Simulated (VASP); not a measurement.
The system is Li2S.

```xyz
3
Lattice="0.0000 2.8453 2.8453 2.8453 0.0000 2.8453 2.8453 2.8453 0.0000" Properties=species:S:1:pos:R:3 pbc="T T T"
Li    1.4226    1.4226    1.4226
Li    4.2679    4.2679    4.2679
S     0.0000    0.0000    0.0000
```

Base run:

```yaml
Program: VASP 6.6.1
Functional: PBEsol
Potentials_or_basis: VASP PAW PBE potentials, release 64 (Li_sv, S)
Cutoff: 750 eV
k_mesh: 6 × 6 × 6
Occupations: gaussian, width 0.01 eV
Spin: no spin polarisation
```

Its results: band gap on the k mesh 3.22 eV (least direct gap 4.12 eV); pressure -0.8 GPa.

**Question.** The run is repeated on the same cell with these changes: functional from PBEsol to PBE-based screened hybrid with 75 % exact exchange; cutoff from 750 eV to 650 eV; k mesh from 6 × 6 × 6 to 4 × 4 × 4. What comes out?

**Answer.** Band gap on the k mesh 5.70 eV (least direct gap 6.90 eV); pressure -1.9 GPa.

Several settings changed at once.

Caveats: some runs use coarse meshes; the PAW data sets were made with another functional, which shifts forces and pressure a little.

A k mesh can miss the band edges.
